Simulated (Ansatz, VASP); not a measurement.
**Se in VASP and in Ansatz**

Contents of INCAR:

```
SYSTEM = Se
PREC = Accurate ; ENCUT = 520
EDIFF = 1E-6 ; ISMEAR = -1
SIGMA = 0.01 ; LREAL = .False.
LASPH = .True. ; NELM = 80
ALGO = Normal ; ISIF = 2
LWAVE = .False. ; LCHARG = .True.
GGA = PS ; LELF = .True.
LVHAR = .True. ; NBANDS = 27
```

Contents of KPOINTS:

```
Automatic mesh
0
Gamma
  6 6 6
  0 0 0
```

Contents of POSCAR:

```
Se
1.0
    5.6619997204      3.2689570627      1.4713924046
   -5.6619997204      3.2689570627      1.4713924046
    0.0000000000     -6.5379141255      1.4713924046
Se
6
Direct
    0.2806600000      0.1625100000      0.9181800000
    0.9181800000      0.2806600000      0.1625100000
    0.1625100000      0.9181800000      0.2806600000
    0.7193400000      0.8374900000      0.0818200000
    0.0818200000      0.7193400000      0.8374900000
    0.8374900000      0.0818200000      0.7193400000
```

Input for Ansatz:

```yaml
crystal:
  lattice:
    - [5.6619997204, 3.2689570627, 1.4713924046]
    - [-5.6619997204, 3.2689570627, 1.4713924046]
    - [0.0, -6.5379141255, 1.4713924046]
  atoms:
    - { symbol: Se, position: [0.28066, 0.16251, 0.91818] }
    - { symbol: Se, position: [0.91818, 0.28066, 0.16251] }
    - { symbol: Se, position: [0.16251, 0.91818, 0.28066] }
    - { symbol: Se, position: [0.71934, 0.83749, 0.08182] }
    - { symbol: Se, position: [0.08182, 0.71934, 0.83749] }
    - { symbol: Se, position: [0.83749, 0.08182, 0.71934] }
kpoints:
  mp_grid: { grid: [6, 6, 6] }
  band_path:
    path:
      - [0.0, 0.0, 0.0]
      - [0.5, 0.0, 0.0]
      - [0.5, -0.5, 0.5]
      - [0.200433267, -0.799566733, 0.200433267]
      - [0.200433267, 0.200433267, 0.200433267]
      - [0.0, 0.0, 0.0]
      - [0.5, -0.5, 0.0]
    npoints: 5
scf:
  occupations: { method: fermi_dirac, width: 0.01 }
hamiltonian:
  xc: pbesol
  pseudopotentials: { kind: all_electron, lapw: { basis_error: 0.001 } }
output:
  forces: true
  stress: true
  eigenvalues: true
```

Change from the starting cell: volume scaled by 0.99.

Alike in both runs: task single point; functional PBEsol; k mesh 6 × 6 × 6; occupations fermi-dirac, width 0.01 eV; no spin polarisation.

|  | VASP | Ansatz |
| --- | --- | --- |
| version | VASP 6.6.1 | Ansatz 0.2.0 |
| potentials or method | VASP PAW PBE potentials, release 64 (Se), cutoff 520 eV | all-electron LAPW, scalar-relativistic |

Ansatz gave:

| Property | Result |
| --- | --- |
| gap on the k mesh at the Fermi level (eV) | 1.15 |
| pressure (GPa) | 0.7 |
| traceless stress, the component that is largest in VASP (GPa) | -0.06 |
| rms of the force components (eV/Å) | 0.259 |

Task: Which values does VASP return?

Result: gap on the k mesh at the Fermi level (eV): 1.14; pressure (GPa): 0.9; traceless stress, the component that is largest in VASP (GPa): -0.14; rms of the force components (eV/Å): 0.292.

VASP's potentials were made for PBE, not for PBEsol. Atom by atom the forces differ by 0.034 eV/Å (rms over components). Ansatz ran all-electron here, and VASP with PAW potentials.
